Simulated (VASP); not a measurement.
BN:

```
N B
1.0
     2.49824    0.00000    0.00000
    -1.24912    2.16354    0.00000
     0.00000    0.00000    6.63570
N B
2 2
Direct
  0.66667 0.33333 0.25000
  0.33333 0.66667 0.75000
  0.66667 0.33333 0.75000
  0.33333 0.66667 0.25000
```

- Program: VASP 6.6.1
- Task: relaxation of cell and atoms
- Functional: BLYP
- Dispersion: D4
- Potentials or basis: VASP PAW PBE potentials, release 64 (N, B)
- Cutoff: 600 eV
- k mesh: 12 × 12 × 4
- Occupations: fermi-dirac, width 0.05 eV
- Spin: no spin polarisation

At the start: pressure 1.7 GPa; volume 8.97 Å³/atom.

Task: How do energy, volume and symmetry change on relaxing?

Result: Over 7 steps the energy falls by 4.2 meV/atom and the volume is 8.57 Å³/atom (-4.4 %); space group P6_3/mmc (No. 194, to 0.05 Å).

Step by step:
| step | energy change (eV) | largest force (eV/Å) | pressure (GPa) | volume (Å³) |
| --- | --- | --- | --- | --- |
| 1 | 0.0000 | 0.0000 | 1.65 | 35.87 |
| 2 | 0.0043 | 0.0000 | -5.13 | 36.34 |
| 3 | -0.0038 | 0.0000 | -1.15 | 36.06 |
| 4 | -0.0065 | 0.0000 | -1.05 | 35.84 |
| 5 | -0.0131 | 0.0000 | -0.69 | 35.17 |
| 6 | -0.0160 | 0.0000 | 0.26 | 33.83 |
| 7 | -0.0169 | 0.0000 | -0.12 | 34.29 |

Final structure:
```
CELL_PARAMETERS angstrom
2.50614 0.00000 0.00000
-1.25307 2.17038 0.00000
0.00000 0.00000 6.30458
ATOMIC_POSITIONS crystal
N 0.66667 0.33333 0.25000
N 0.33333 0.66667 0.75000
B 0.66667 0.33333 0.75000
B 0.33333 0.66667 0.25000
```

Caveat: the PAW data sets were made with another functional, which shifts forces and pressure a little.
